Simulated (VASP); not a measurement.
A run of VASP 6.6.1 is set up as follows.

INCAR

```
PREC = Accurate
ENCUT = 520
EDIFF = 1E-7
ISMEAR = 0
SIGMA = 0.1
LREAL = False
LASPH = True
NELM = 100
ALGO = Fast
ISIF = 2
LWAVE = False
LCHARG = True
GGA = PE
LELF = True
LVHAR = True
NBANDS = 28
```

KPOINTS

```
Automatic mesh
0
Gamma
  12 12 4
```

POSCAR

```
Ca
1.0
    3.8239081573      0.0000000000      0.0000000000
   -1.9119540786      3.3116016059      0.0000000000
    0.0000000000      0.0000000000     12.2417793759
Ca
4
Direct
    0.0000000000      0.0000000000      0.0000000000
    0.3333333300      0.6666666700      0.2500000000
    0.0000000000      0.0000000000      0.5000000000
    0.6666666700      0.3333333300      0.7500000000
```

Potentials or basis: VASP PAW PBE potentials, release 64 (Ca_sv).

Command:

```bash
$ cat potpaw_PBE.64/Ca_sv/POTCAR > POTCAR
$ mpirun -np 1 vasp_std > vasp.out
```

What does it give for the pressure?

1.8 GPa.

What does it give for the band gap on the k mesh?

Zero (bands 20 and 21 overlap by 0.29 eV).

Stress tensor (GPa, compression positive):
```
1.43 0.00 0.00
0.00 1.43 0.00
0.00 0.00 2.44
```

Caveat: the cell differs from its parent crystal (strained).
